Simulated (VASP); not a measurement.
MgS: single point with PBEsol

Crystal: MgS.

```
Mg S
1.0
     0.00000    2.64067    2.67970
     2.64067    0.00000    2.67970
     2.64067    2.64067    0.00000
Mg S
1 1
Cartesian
  0.0000 0.0000 0.0000
  2.6407 2.6407 2.6797
```

This cell differs from its parent crystal: strain +0.015 along x and y, +0.030 along z.

```
Program             : VASP 6.6.1
Task                : single point
Functional          : PBEsol
Potentials or basis : VASP PAW PBE potentials, release 64 (Mg, S)
Cutoff              : 520 eV
k mesh              : 8 × 8 × 8
Occupations         : gaussian, width 0.05 eV
Spin                : no spin polarisation
```

```yaml
Pressure: -5.0 GPa
Band_gap_on_the_k_mesh: 2.52 eV, indirect (least direct gap 3.11 eV)
```

Stress tensor (GPa, compression positive):
```
-4.66  0.00  0.00
 0.00 -4.66  0.00
 0.00  0.00 -5.70
```

Levels at points of the mesh, in eV from the valence-band top:
| k point | band 2 | band 3 | band 4 | band 5 | band 6 | band 7 |
| --- | --- | --- | --- | --- | --- | --- |
| (0.00, 0.00, 0.00) | -0.06 | -0.06 | 0.00 | 3.11 | 7.75 | 7.89 |
| (0.50, 0.00, 0.00) | -4.63 | -0.59 | -0.56 | 4.27 | 6.64 | 6.79 |
| (0.50, 0.50, 0.00) | -4.01 | -1.58 | -1.58 | 2.59 | 4.40 | 11.16 |
| (0.50, 0.00, 0.50) | -4.00 | -1.70 | -1.58 | 2.52 | 4.35 | 11.31 |

Wall time 19 s on 1 thread of AMD EPYC 7R13, on a shared host, peak memory 0.17 GiB.

Caveat: the cell differs from its parent crystal (strain +0.015 along x and y, +0.030 along z); the PAW data sets were made with another functional, which shifts forces and pressure a little. A k mesh can miss the band edges.
